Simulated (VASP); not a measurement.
# PbS (I4_1md) in VASP: further runs

The runs below take PbS through single point, with PBE.

Everything below comes from runs of VASP 6.6.1. Logs are shortened: lines on timing, memory, paths and dates and some standing lists are left out, and cuts for length are marked.

**1. The cell of the first run**

Symmetry: I4_1md, No. 109, tetragonal system. The conventional cell has a = 3.482 Å, b = 3.482 Å, c = 11.783 Å, α = 90.00°, β = 90.00°, γ = 90.00°. Pb (site symmetry 2mm) has 6 S at 2.62 to 2.65 Å and 8 Pb at 3.42 to 3.48 Å within 3.5 Å. Within 3.5 Å of S (site symmetry 2mm) lie 6 Pb at 2.62 to 2.65 Å and 8 S at 3.42 to 3.48 Å.

**2. Single point, PBE**

Input file INCAR:

```
SYSTEM = PbS
PREC = Accurate ; ENCUT = 520
EDIFF = 1E-6 ; ISMEAR = 0
SIGMA = 0.1 ; LREAL = .False.
LASPH = .True. ; NELM = 60
ALGO = Normal ; ISIF = 2
LWAVE = .False. ; LCHARG = .False.
GGA = PE ; NBANDS = 28
```

Input file KPOINTS:

```
Automatic mesh
0
Gamma
  8 8 8
  0 0 0
```

Input file POSCAR:

```
PbS
1.0
   -1.7410837700      1.7410837700      5.8915488300
    1.7410837700     -1.7410837700      5.8915488300
    1.7410837700      1.7410837700     -5.8915488300
Pb S
2 2
Direct
    0.5420000000      0.5420000000      0.0000000000
    0.2920000000      0.7920000000      0.5000000000
    0.9580000000      0.9580000000      0.0000000000
    0.7080000000      0.2080000000      0.5000000000
```

Potentials or basis: VASP PAW PBE potentials, release 64 (Pb_d, S).

The run is started by

```sh
> cat potpaw_PBE.64/Pb_d/POTCAR potpaw_PBE.64/S/POTCAR > POTCAR
> mpirun -np 1 vasp_std > vasp.out
```

OUTCAR:

```text
SYSTEM = PbS
   PREC = Accurate
   ENCUT = 520
   EDIFF = 1E-6
   ISMEAR = 0
   LREAL = .False.
   LASPH = .True.
   NELM = 60
   ISIF = 2
   GGA = PE

 ion  position               nearest neighbor table
   1  0.542  0.542  0.000-   4 2.62   4 2.62   3 2.65   3 2.65   3 2.65   3 2.65   2 3.42   2 3.42
                             2 3.42   2 3.42
   2  0.292  0.792  0.500-   3 2.62   3 2.62   4 2.65   4 2.65   4 2.65   4 2.65   1 3.42   1 3.42
                             1 3.42   1 3.42
   3  0.958  0.958  0.000-   2 2.62   2 2.62   1 2.65   1 2.65   1 2.65   1 2.65
   4  0.708  0.208  0.500-   1 2.62   1 2.62   2 2.65   2 2.65   2 2.65   2 2.65

  LATTYP: Found a body centered tetragonal cell.
 ALAT       =     3.4821675400
 C/A-ratio  =     3.3838399573

  Lattice vectors:

 A1 = (  -1.7410837700,   1.7410837700,   5.8915488300)
 A2 = (   1.7410837700,  -1.7410837700,   5.8915488300)
 A3 = (   1.7410837700,   1.7410837700,  -5.8915488300)

Analysis of symmetry for initial positions (statically):
=====================================================================
 Subroutine PRICEL returns:
 Original cell was already a primitive cell.

 Routine SETGRP: Setting up the symmetry group for a
 body centered tetragonal supercell.

 Subroutine GETGRP returns: Found  8 space group operations
 (whereof  4 operations were pure point group operations)
 out of a pool of 16 trial point group operations.

The static configuration has the point symmetry C_2v.
 The point group associated with its full space group is C_4v.

Analysis of symmetry for dynamics (positions and initial velocities):
=====================================================================
 Subroutine PRICEL returns:
 Original cell was already a primitive cell.

 Routine SETGRP: Setting up the symmetry group for a
 body centered tetragonal supercell.

 Subroutine GETGRP returns: Found  8 space group operations
 (whereof  4 operations were pure point group operations)
 out of a pool of 16 trial point group operations.

The dynamic configuration has the point symmetry C_2v.
 The point group associated with its full space group is C_4v.

 Subroutine INISYM returns: Found  8 space group operations
 (whereof  4 operations are pure point group operations),
 and found     1 'primitive' translations

----------------------------------------------------------------------------------------

                                     Primitive cell

  volume of cell :      71.4379
[... 93 lines left out ...]
   EDIFF  = 0.1E-05   stopping-criterion for ELM
   LREAL  =      F    real-space projection
   EDIFFG = 0.1E-04   stopping-criterion for IOM
   NSW    =      0    number of steps for IOM
   IBRION =     -1    ionic relax: 0-MD 1-quasi-New 2-CG
   NFREE  =      0    steps in history (QN), initial steepest desc. (CG)
   ISIF   =      2    stress and relaxation
   ISYM   =      2    0-nonsym 1-usesym 2-fastsym
   POTIM  = 0.5000    time-step for ionic-motion
   TEBEG  =    0.0;   TEEND  =   0.0 temperature during run
   PSTRESS=    0.0 pullay stress
   NELECT =      40.0000    total number of electrons
   NUPDOWN=      -1.0000    fix difference up-down
   EMIN   =  10.00;   EMAX   =-10.00  energy-range for DOS
   EFERMI =   0.00;   METHOD = LEGACY
   ISMEAR =     0;   SIGMA  =   0.10  broadening in eV -4-tet -1-fermi 0-gaus
   EFERMI_NEDOS =   21; number of points for ismear=-14 and -15
   IALGO  =     38    algorithm
   IMIX   =      4    mixing-type and parameters
     AMIX     =   0.40;   BMIX     =  1.00
     AMIX_MAG =   1.60;   BMIX_MAG =  1.00
  volume/ion in A,a.u.               =      17.86       120.52
  Fermi-wavevector in a.u.,A,eV,Ry     =   1.349331  2.549866 24.772055  1.820695
  Thomas-Fermi vector in A             =   2.476927
   LORBIT       =      0    0 simple, 1 ext, 2 COOP (PROOUT), +10 PAW based schemes
   GGA     = PE    functional components
   LHFCALC =     F    Hartree Fock is set to
   AEXX    =    0.0000 exact exchange contribution
   IVDW    =     0    specifies the selected vdW correction
   LEPSILON=     F    determine dielectric tensor
   LRPA    =     F    only Hartree local field effects (RPA)
 non-spin polarized calculation
 Gauss-broadening in eV      SIGMA  =   0.10
  energy-cutoff  :      520.00
  volume of cell :       71.44
 maximum number of plane-waves:      1958
   NGX = 23   NGY = 23   NGZ = 23

 number of electron      39.9999999 magnetization

 Free energy of the ion-electron system (eV)
  ---------------------------------------------------
  ext. energy  EPLUGINS =         0.00000000
  ---------------------------------------------------
  free energy    TOTEN  =       -12.98388343 eV

  energy without entropy =      -12.97071457  energy(sigma->0) =      -12.97729900

 E-fermi :  10.9813     XC(G=0): -11.6337

 val. band max:       10.9542072786   @ k =   0.5000   0.1250   0.0000
 cond. band min:      10.9916135586   @ k =  -0.3750   0.1250   0.0000
 fundamental gap:      0.0374062800
 Fermi energy:        10.9812686464

 k-point     1 :       0.0000    0.0000    0.0000
  band No.  band energies     occupation
      1      -6.7059      2.00000
      2      -6.6972      2.00000
      3      -6.5822      2.00000
      4      -6.5459      2.00000
      5      -6.3953      2.00000
      6      -6.3953      2.00000
[... 733 lines left out ...]
     27      18.7692      0.00000
     28      19.1751      0.00000

 [... further k-points ...]

------------------------ aborting loop because EDIFF is reached ----------------------------------------

  FORCE on cell =-STRESS in cart. coord.  units (eV):
  Direction    XX          YY          ZZ          XY          YZ          ZX
  --------------------------------------------------------------------------------------
  -------------------------------------------------------------------------------------
  Total       21.9964590     21.9964590     21.1532066      0.0000000      0.0000000      0.0000000
  in kB      493.3266168    493.3266168    474.4145350      0.0000000      0.0000000      0.0000000
  external PRESSURE =     487.0225896 kB  Pullay stress =       0.0000000 kB

 VOLUME and BASIS-vectors are now :
 -----------------------------------------------------------------------------
  energy-cutoff  :      520.00
  volume of cell :       71.44
      direct lattice vectors                 reciprocal lattice vectors
    -1.741083770  1.741083770  5.891548830     0.000000000  0.287177452  0.084867327
     1.741083770 -1.741083770  5.891548830     0.287177452  0.000000000  0.084867327
     1.741083770  1.741083770 -5.891548830     0.287177452  0.287177452  0.000000000

 POSITION                                       TOTAL-FORCE (eV/Angst)
 -----------------------------------------------------------------------------------
      0.00000      0.00000      6.38644        -0.000000      0.000000     -0.287531
      1.74108      0.00000      3.44066         0.000000     -0.000000     -0.287531
      0.00000      0.00000     11.28821         0.000000     -0.000000      0.287531
      0.00000      1.74108      2.45088        -0.000000      0.000000      0.287531
 -----------------------------------------------------------------------------------
    total drift:                               -0.000000     -0.000000      0.000424

  FREE ENERGIE OF THE ION-ELECTRON SYSTEM (eV)
  ---------------------------------------------------
  free  energy   TOTEN  =       -12.9838834271 eV

  energy  without entropy=      -12.9707145665  energy(sigma->0) =      -12.97729900
```

stdout:

```text
POSCAR found type information on POSCAR PbS
 POSCAR found :  2 types and       4 ions
 scaLAPACK will be used
 LDA part: xc-table for (Slater+PW92), standard interpolation
 POSCAR, INCAR and KPOINTS ok, starting setup
 FFT: planning ... GRIDC
 FFT: planning ... GRID_SOFT
 FFT: planning ... GRID
 WAVECAR not read
 entering main loop
```

It took 1.8 min on 1 thread of Intel Xeon 6975P-C (Granite Rapids), shared host; peak memory 0.37 GiB.

What came out:

```
Free energy            : -12.9839 eV
Pressure               : 48.7 GPa
Largest force          : 0.288 eV/Å
Band gap on the k mesh : zero (band 20 reaches 11.68 eV, above the bottom of band 21 at 10.78 eV)
```

Forces on the atoms (eV/Å):
```
Pb   0.000  0.000 -0.288
Pb   0.000  0.000 -0.288
S    0.000  0.000  0.288
S    0.000  0.000  0.288
```

Caveat: spin-orbit coupling is left out, which moves the levels of the heavy elements.

**3. Single point, PBE**

This run uses another cell than the first one, of 27.19 Å³/atom, 1.523 times its volume.

Input file INCAR:

```
PREC = Accurate
ENCUT = 520
EDIFF = 1E-6
ISMEAR = 0
SIGMA = 0.1
LREAL = F
LASPH = T
NELM = 60
ALGO = Normal
ISIF = 2
LWAVE = F
LCHARG = F
GGA = PE
NBANDS = 28
```

Input file KPOINTS:

```
Automatic mesh
0
Gamma
  8 8 8
```

Input file POSCAR:

```
PbS
1.0
   -1.9410123322      1.9410123322      7.2179518336
    1.9410123322     -1.9410123322      7.2179518336
    1.9410123322      1.9410123322     -7.2179518336
Pb S
2 2
Direct
    0.5419433951      0.5419433951      0.0000000000
    0.2919433951      0.7919433951      0.5000000000
    0.9580566049      0.9580566049      0.0000000000
    0.7080566049      0.2080566049      0.5000000000
```

Potentials or basis: VASP PAW PBE potentials, release 64 (Pb_d, S).

The run is started by

```sh
> cat potpaw_PBE.64/Pb_d/POTCAR potpaw_PBE.64/S/POTCAR > POTCAR
> mpirun -np 1 vasp_std > vasp.out
```

OUTCAR:

```text
PREC = Accurate
   ENCUT = 520
   EDIFF = 1E-6
   ISMEAR = 0
   LREAL = F
   LASPH = T
   NELM = 60
   ISIF = 2
   GGA = PE

 ion  position               nearest neighbor table
   1  0.542  0.542  0.000-   3 3.00   3 3.00   3 3.00   3 3.00   4 3.09   4 3.09   2 4.10   2 4.10
                             2 4.10   2 4.10
   2  0.292  0.792  0.500-   4 3.00   4 3.00   4 3.00   4 3.00   3 3.09   3 3.09   1 4.10   1 4.10
                             1 4.10   1 4.10
   3  0.958  0.958  0.000-   1 3.00   1 3.00   1 3.00   1 3.00   2 3.09   2 3.09
   4  0.708  0.208  0.500-   2 3.00   2 3.00   2 3.00   2 3.00   1 3.09   1 3.09

  LATTYP: Found a body centered tetragonal cell.
 ALAT       =     3.8820246644
 C/A-ratio  =     3.7186532583

  Lattice vectors:

 A1 = (  -1.9410123322,   1.9410123322,   7.2179518336)
 A2 = (   1.9410123322,  -1.9410123322,   7.2179518336)
 A3 = (   1.9410123322,   1.9410123322,  -7.2179518336)

Analysis of symmetry for initial positions (statically):
=====================================================================
 Subroutine PRICEL returns:
 Original cell was already a primitive cell.

[... 177 lines left out ...]

 val. band max:        5.0894322767   @ k =  -0.2500   0.3750   0.2500
 cond. band min:       5.9070667864   @ k =  -0.3750   0.3750   0.1250
 fundamental gap:      0.8176345097
 Fermi energy:         5.4945236847

 k-point     1 :       0.0000    0.0000    0.0000
  band No.  band energies     occupation
      1     -11.6576      2.00000
      2     -11.6538      2.00000
      3     -11.6120      2.00000
      4     -11.6026      2.00000
      5     -11.5827      2.00000
      6     -11.5827      2.00000
[... 733 lines left out ...]
     27      12.4420      0.00000
     28      12.7067      0.00000

 [... further k-points ...]

------------------------ aborting loop because EDIFF is reached ----------------------------------------

  FORCE on cell =-STRESS in cart. coord.  units (eV):
  Direction    XX          YY          ZZ          XY          YZ          ZX
  --------------------------------------------------------------------------------------
  -------------------------------------------------------------------------------------
  Total       -0.1004555     -0.1004555      0.1000620      0.0000000      0.0000000      0.0000000
  in kB       -1.4796327     -1.4796327      1.4738358      0.0000000      0.0000000      0.0000000
  external PRESSURE =      -0.4951432 kB  Pullay stress =       0.0000000 kB

 VOLUME and BASIS-vectors are now :
 -----------------------------------------------------------------------------
  energy-cutoff  :      520.00
  volume of cell :      108.78
      direct lattice vectors                 reciprocal lattice vectors
    -1.941012332  1.941012332  7.217951834     0.000000000  0.257597539  0.069271729
     1.941012332 -1.941012332  7.217951834     0.257597539  0.000000000  0.069271729
     1.941012332  1.941012332 -7.217951834     0.257597539  0.257597539  0.000000000

 POSITION                                       TOTAL-FORCE (eV/Angst)
 -----------------------------------------------------------------------------------
      0.00000      0.00000      7.82344         0.000000     -0.000000     -0.000217
      1.94101      0.00000      4.21447        -0.000000      0.000000     -0.000217
      0.00000      0.00000     13.83041         0.000000     -0.000000      0.000217
     -0.00000      1.94101      3.00349        -0.000000      0.000000      0.000217
 -----------------------------------------------------------------------------------
    total drift:                               -0.000000     -0.000000      0.000010

  FREE ENERGIE OF THE ION-ELECTRON SYSTEM (eV)
  ---------------------------------------------------
  free  energy   TOTEN  =       -17.0184091521 eV

  energy  without entropy=      -17.0184091519  energy(sigma->0) =      -17.01840915
```

OSZICAR:

```text
N       E                     dE             d eps       ncg     rms          rms(c)
DAV:   1     0.408420432775E+03    0.40842E+03   -0.18607E+04  3304   0.152E+03
DAV:   2     0.291748374437E+02   -0.37925E+03   -0.36793E+03  3336   0.401E+02
DAV:   3    -0.160297898890E+02   -0.45205E+02   -0.43678E+02  4276   0.153E+02
DAV:   4    -0.181746856861E+02   -0.21449E+01   -0.21360E+01  3928   0.343E+01
DAV:   5    -0.182631511295E+02   -0.88465E-01   -0.88451E-01  4324   0.742E+00    0.627E+00
DAV:   6    -0.170183500561E+02    0.12448E+01   -0.30973E+00  4520   0.106E+01    0.399E+00
DAV:   7    -0.170193954316E+02   -0.10454E-02   -0.47359E-01  3680   0.288E+00    0.275E+00
DAV:   8    -0.170277872083E+02   -0.83918E-02   -0.10323E-01  4208   0.260E+00    0.152E+00
DAV:   9    -0.170178138674E+02    0.99733E-02   -0.29412E-02  4448   0.132E+00    0.300E-01
DAV:  10    -0.170183327554E+02   -0.51889E-03   -0.28769E-03  3988   0.248E-01    0.784E-02
DAV:  11    -0.170184050727E+02   -0.72317E-04   -0.14878E-04  3768   0.864E-02    0.291E-02
DAV:  12    -0.170184106620E+02   -0.55893E-05   -0.26556E-05  3868   0.236E-02    0.228E-02
DAV:  13    -0.170184091388E+02    0.15232E-05   -0.12993E-05  3704   0.276E-02    0.378E-03
DAV:  14    -0.170184091521E+02   -0.13257E-07   -0.74637E-07  2076   0.685E-03
   1 F= -.17018409E+02 E0= -.17018409E+02  d E =-.133843E-09
```

stdout:

```text
POSCAR found type information on POSCAR PbS
 POSCAR found :  2 types and       4 ions
 scaLAPACK will be used
 LDA part: xc-table for (Slater+PW92), standard interpolation
 POSCAR, INCAR and KPOINTS ok, starting setup
 FFT: planning ... GRIDC
 FFT: planning ... GRID_SOFT
 FFT: planning ... GRID
 WAVECAR not read
 entering main loop
```

It took 4 min on 1 thread of Intel Xeon 6975P-C (Granite Rapids), shared host; peak memory 0.55 GiB.

What came out:

```yaml
Free_energy: -17.0184 eV
Pressure: 0.0 GPa
Band_gap_on_the_k_mesh: 0.82 eV, indirect (least direct gap 1.75 eV)
```

Levels at points of the mesh, in eV from the valence-band top:
```tsv
k point	band 18	band 19	band 20	band 21	band 22	band 23
(0.00, 0.00, 0.00)	-1.65	-1.47	-1.46	1.65	3.53	4.75
(0.50, 0.00, 0.00)	-1.14	-0.83	-0.63	1.61	2.78	3.35
(0.50, 0.50, 0.00)	-3.60	-1.65	-1.65	1.37	1.37	2.61
(0.50, 0.50, 0.50)	-1.48	-1.23	-1.23	2.43	2.43	3.99
```

Caveat: spin-orbit coupling is left out, which moves the levels of the heavy elements. A k mesh can miss the band edges.
